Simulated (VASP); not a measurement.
A run of VASP 6.6.1 is set up as follows.

INCAR

```
SYSTEM = AgCl
  ALGO = Normal
  EDIFF = 1E-8
  ENCUT = 520
  GGA = PE
  ISIF = 2
  ISMEAR = -1
  LASPH = .TRUE.
  LCHARG = .FALSE.
  LEFG = .TRUE.
  LREAL = .FALSE.
  LWAVE = .FALSE.
  NBANDS = 16
  NELM = 60
  PREC = Accurate
  SIGMA = 0.08
```

File KPOINTS:

```
k-points
0
G
  12 12 12
  0 0 0
```

Contents of POSCAR:

```
AgCl
1.0
    0.0000000000      2.8052039605      2.8052039605
    2.8052039605      0.0000000000      2.8052039605
    2.8052039605      2.8052039605      0.0000000000
Ag Cl
1 1
Direct
    0.0000000000      0.0000000000      0.0126033616
    0.5000000000      0.5000000000      0.5000000000
```

Potentials or basis: VASP PAW PBE potentials, release 64 (Ag, Cl).

The run is started by

```bash
$ cat potpaw_PBE.64/Ag/POTCAR potpaw_PBE.64/Cl/POTCAR > POTCAR
$ mpirun -np 1 vasp_std > vasp.out
```

(1) Predict the largest force.

(2) What does it give for the band gap on the k mesh?

## Answers

(1) 0.041 eV/Å.

(2) 0.92 eV, indirect (least direct gap 2.94 eV).

Caveat: the cell differs from its parent crystal (atom 1 (Ag) moved by [0.035355, 0.035355, 0.0] A); without QUAD_EFG the Cq values of the log hold for a quadrupole moment of 1 mb, not for the nuclei.
